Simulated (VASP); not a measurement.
# LiF in VASP: further runs, part 3 of 3

VASP 6.6.1. The steps go on from the part before.

## (6) Single point, PBE

INCAR reads:

```
SYSTEM = LiF
PREC     = Accurate       ! precision mode
ENCUT    = 520            ! plane-wave cutoff, eV
EDIFF    = 1E-6           ! SCF threshold, eV
ISMEAR   = -1             ! smearing method
SIGMA    = 0.02           ! smearing width, eV
LREAL    = .FALSE.        ! projectors in reciprocal space
LASPH    = .TRUE.         ! aspherical terms in the spheres
NELM     = 100            ! most SCF steps
ALGO     = Normal         ! electronic algorithm
ISIF     = 2              ! what is computed and relaxed
LWAVE    = .FALSE.        ! write WAVECAR
LCHARG   = .FALSE.        ! write CHGCAR
GGA      = PE             ! functional
NBANDS   = 12             ! bands
```

KPOINTS reads:

```
regular mesh
0
G
  10 10 10
  0 0 0
```

POSCAR reads:

```
LiF
1.0
    0.0000000000      1.9948717406      1.9948717406
    1.9948717406      0.0000000000      1.9948717406
    1.9948717406      1.9948717406      0.0000000000
Li F
1 1
Direct
    0.0000000000      0.0000000000      0.0000000000
    0.5000000000      0.5000000000      0.5000000000
```

Potentials or basis: VASP PAW PBE potentials, release 64 (Li_sv, F).

Launch:

```bash
$ cat potpaw_PBE.64/Li_sv/POTCAR potpaw_PBE.64/F/POTCAR > POTCAR
$ mpirun -np 1 vasp_std > vasp.out
```

OUTCAR:

```text
SYSTEM = LiF
   PREC = Accurate
   ENCUT = 520
   EDIFF = 1E-6
   ISMEAR = -1
   LREAL = .FALSE.
   LASPH = .TRUE.
   NELM = 100
   ISIF = 2
   GGA = PE

 ion  position               nearest neighbor table
   1  0.000  0.000  0.000-   2 1.99   2 1.99   2 1.99   2 1.99   2 1.99   2 1.99
   2  0.500  0.500  0.500-   1 1.99   1 1.99   1 1.99   1 1.99   1 1.99   1 1.99

  LATTYP: Found a face centered cubic cell.
 ALAT       =     3.9897434812

  Lattice vectors:

 A1 = (   0.0000000000,   1.9948717406,   1.9948717406)
 A2 = (   1.9948717406,   0.0000000000,   1.9948717406)
 A3 = (   1.9948717406,   1.9948717406,   0.0000000000)

Analysis of symmetry for initial positions (statically):
=====================================================================
 Subroutine PRICEL returns:
 Original cell was already a primitive cell.

 Routine SETGRP: Setting up the symmetry group for a
 face centered cubic supercell.

 Subroutine GETGRP returns: Found 48 space group operations
 (whereof 48 operations were pure point group operations)
 out of a pool of 48 trial point group operations.

The static configuration has the point symmetry O_h .

Analysis of symmetry for dynamics (positions and initial velocities):
=====================================================================
 Subroutine PRICEL returns:
 Original cell was already a primitive cell.

 Routine SETGRP: Setting up the symmetry group for a
 face centered cubic supercell.

 Subroutine GETGRP returns: Found 48 space group operations
 (whereof 48 operations were pure point group operations)
 out of a pool of 48 trial point group operations.

The dynamic configuration has the point symmetry O_h .

 Subroutine INISYM returns: Found 48 space group operations
 (whereof 48 operations are pure point group operations),
 and found     1 'primitive' translations

[... 112 lines left out ...]
   IMIX   =      4    mixing-type and parameters
     AMIX     =   0.40;   BMIX     =  1.00
     AMIX_MAG =   1.60;   BMIX_MAG =  1.00
  volume/ion in A,a.u.               =       7.94        53.57
  Fermi-wavevector in a.u.,A,eV,Ry     =   1.403298  2.651848 26.793202  1.969245
  Thomas-Fermi vector in A             =   2.525974
   LORBIT       =      0    0 simple, 1 ext, 2 COOP (PROOUT), +10 PAW based schemes
   GGA     = PE    functional components
[... 5 lines left out ...]
 non-spin polarized calculation
  energy-cutoff  :      520.00
  volume of cell :       15.88
 maximum number of plane-waves:       444
 NGX is ok and might be reduce to    24
   NGX = 11   NGY = 11   NGZ = 11

 number of electron      10.0000000 magnetization

 number of electron       9.9999997 magnetization

 Free energy of the ion-electron system (eV)
  ---------------------------------------------------
  ext. energy  EPLUGINS =         0.00000000
  ---------------------------------------------------
  free energy    TOTEN  =        -9.62804543 eV

  energy without entropy =       -9.62804543  energy(sigma->0) =       -9.62804543

 E-fermi :  -0.3942     XC(G=0): -10.1228

 val. band max:       -0.8420028172   @ k =   0.0000   0.0000   0.0000
 cond. band min:       8.5098724900   @ k =   0.0000   0.0000   0.0000
 fundamental gap:      9.3518753072
 Fermi energy:        -0.3942201897

 k-point     1 :       0.0000    0.0000    0.0000
  band No.  band energies     occupation
      1     -41.7004      2.00000
      2     -20.8958      2.00000
      3      -0.8420      2.00000
      4      -0.8420      2.00000
      5      -0.8420      2.00000
      6       8.5099      0.00000
      7      23.5068      0.00000
      8      23.5068      0.00000
      9      23.5068      0.00000
     10      23.7657      0.00000
     11      23.7657      0.00000
     12      23.7657      0.00000
[... 331 lines left out ...]
 k-point    24 :       0.4000    0.3000    0.0000
  band No.  band energies     occupation
      1     -41.6328      2.00000
      2     -20.3384      2.00000
      3      -3.2479      2.00000
      4      -1.7518      2.00000
      5      -1.6354      2.00000
      6      12.5101      0.00000
      7      16.1258      0.00000
      8      18.0039      0.00000
      9      19.6395      0.00000
     10      20.7080      0.00000
     11      33.7382      0.00000
     12      34.5820      0.00000

 [... further k-points ...]
[... 5 lines left out ...]
  --------------------------------------------------------------------------------------
  -------------------------------------------------------------------------------------
  Total        0.3921479      0.3921479      0.3921479      0.0000000      0.0000000     -0.0000000
  in kB       39.5717744     39.5717744     39.5717744      0.0000000      0.0000000     -0.0000000
  external PRESSURE =      39.5717744 kB  Pullay stress =       0.0000000 kB

 VOLUME and BASIS-vectors are now :
 -----------------------------------------------------------------------------
  energy-cutoff  :      520.00
  volume of cell :       15.88
      direct lattice vectors                 reciprocal lattice vectors
     0.000000000  1.994871741  1.994871741    -0.250642680  0.250642680  0.250642680
     1.994871741  0.000000000  1.994871741     0.250642680 -0.250642680  0.250642680
     1.994871741  1.994871741  0.000000000     0.250642680  0.250642680 -0.250642680

 POSITION                                       TOTAL-FORCE (eV/Angst)
 -----------------------------------------------------------------------------------
      0.00000      0.00000      0.00000         0.000000      0.000000     -0.000000
      1.99487      1.99487      1.99487        -0.000000     -0.000000      0.000000
 -----------------------------------------------------------------------------------
    total drift:                               -0.000000     -0.000000      0.000000

  FREE ENERGIE OF THE ION-ELECTRON SYSTEM (eV)
  ---------------------------------------------------
  free  energy   TOTEN  =        -9.6280454347 eV

  energy  without entropy=       -9.6280454347  energy(sigma->0) =       -9.62804543
```

stdout:

```text
POSCAR found type information on POSCAR LiF
 POSCAR found :  2 types and       2 ions
 scaLAPACK will be used
 LDA part: xc-table for (Slater+PW92), standard interpolation
 POSCAR, INCAR and KPOINTS ok, starting setup
 FFT: planning ... GRIDC
 FFT: planning ... GRID_SOFT
 FFT: planning ... GRID
 WAVECAR not read
 entering main loop
```

Wall time 3.6 s (1 thread of Intel Xeon 6975P-C (Granite Rapids), shared host); peak memory 0.13 GiB.

What came out:

```
Free energy            : -9.6280 eV
Band gap on the k mesh : 9.35 eV, direct
```

Caveat: the cutoff is under 1.25 times the usual one of these potentials, so pressure, stress and relaxed cells hold a basis-set (Pulay) error. Expect the measured gap to be larger: semilocal functionals such as PBE lack the derivative discontinuity.

## (7) Overview

| cell | k mesh | smearing | gap on the mesh (eV) |
| --- | --- | --- | --- |
| a = 2.821 Å, angles 60.0°, 2 atoms | 6 × 6 × 6 | gaussian 0.01 eV | 9.35 |
| a = 2.893, b = 2.893, c = 2.821 Å, angles 60.8, 60.8, 58.4°, 2 atoms | 6 × 6 × 6 | gaussian 0.01 eV | 8.84 |
| a = 2.821, b = 2.828, c = 2.828 Å, angles 59.8, 60.1, 60.1°, 2 atoms | 6 × 6 × 6 | gaussian 0.01 eV | 9.30 |
| a = 2.832, b = 2.832, c = 2.878 Å, angles 59.5, 59.5, 61.1°, 2 atoms | 6 × 6 × 6 | gaussian 0.01 eV | 9.07 |
| a = 2.821 Å, angles 60.0°, 2 atoms | 10 × 10 × 10 | fermi-dirac 0.02 eV | 9.35 |

Alike in all rows: task single point; level PBE; potentials or basis VASP PAW PBE potentials, release 64 (Li_sv, F); no spin polarisation; cutoff (eV) 520.

Caveats: some runs use coarse meshes; the cutoff is under 1.25 times the usual one of these potentials, so pressure, stress and relaxed cells hold a basis-set (Pulay) error.

Total energies depend on the potentials used, so only differences within one code and one set of settings carry meaning.
